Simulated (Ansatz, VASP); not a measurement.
# FeO in VASP and in Ansatz

Contents of INCAR:

```
SYSTEM = FeO
  PREC = Accurate
  ENCUT = 520
  EDIFF = 1E-6
  ISMEAR = -1
  SIGMA = 0.05
  LREAL = .False.
  LASPH = .True.
  NELM = 150
  ALGO = Normal
  ISIF = 2
  LWAVE = .False.
  LCHARG = .False.
  ISPIN = 2
  MAGMOM = 0 0
  LORBIT = 11
  NUPDOWN = 0.0
  LMAXMIX = 4
  GGA = PE
  NBANDS = 18
```

File KPOINTS:

```
regular mesh
0
Gamma
  9 9 9
  0 0 0
```

The input POSCAR:

```
FeO
1.0
    0.0000000000      2.1554000000      2.1554000000
    2.1554000000      0.0000000000      2.1554000000
    2.1554000000      2.1554000000      0.0000000000
Fe O
1 1
Direct
    0.0000000000      0.0000000000      0.0000000000
    0.5000000000      0.5000000000      0.5000000000
```

The input input.yaml:

```yaml
crystal:
  lattice:
    - [0.0, 2.1554, 2.1554]
    - [2.1554, 0.0, 2.1554]
    - [2.1554, 2.1554, 0.0]
  atoms:
    - { symbol: Fe, position: [0.0, 0.0, 0.0] }
    - { symbol: O, position: [0.5, 0.5, 0.5] }
hamiltonian:
  xc: pbe
  pseudopotentials: { kind: paw }
magnetization:
  spin_polarized: true
  initial_magnetization: 0.0
  spin_locking: { lock_magnetization: hard }
kpoints:
  mp_grid: { grid: [9, 9, 9] }
scf:
  occupations: { method: fermi_dirac, width: 0.05 }
  lower_state_search: "off"
output:
  forces: true
  stress: true
  eigenvalues: true
```

Alike in both runs: task single point; functional PBE; k mesh 9 × 9 × 9; occupations fermi-dirac, width 0.05 eV; collinear spin; fixed moment 0 μB.

|  | VASP | Ansatz |
| --- | --- | --- |
| version | VASP 6.6.1 | Ansatz 0.2.0 |
| potentials or method | VASP PAW PBE potentials, release 64 (Fe, O) | Ansatz PAW |
| plane-wave cutoff (eV) | 520 | 420 |
| valence electrons in the cell | 14 | 22 |

VASP gave:

| Property | Result |
| --- | --- |
| pressure (GPa) | -25.5 |
| net moment per atom (μB) | 0.00 |

Task: Which values does Ansatz return?

Result: Pressure (GPa): -25.8; net moment per atom (μB): 0.00.

VASP's potentials hold 14 valence electrons a cell and Ansatz's 22, so a difference there can come from the potentials and not from the codes.
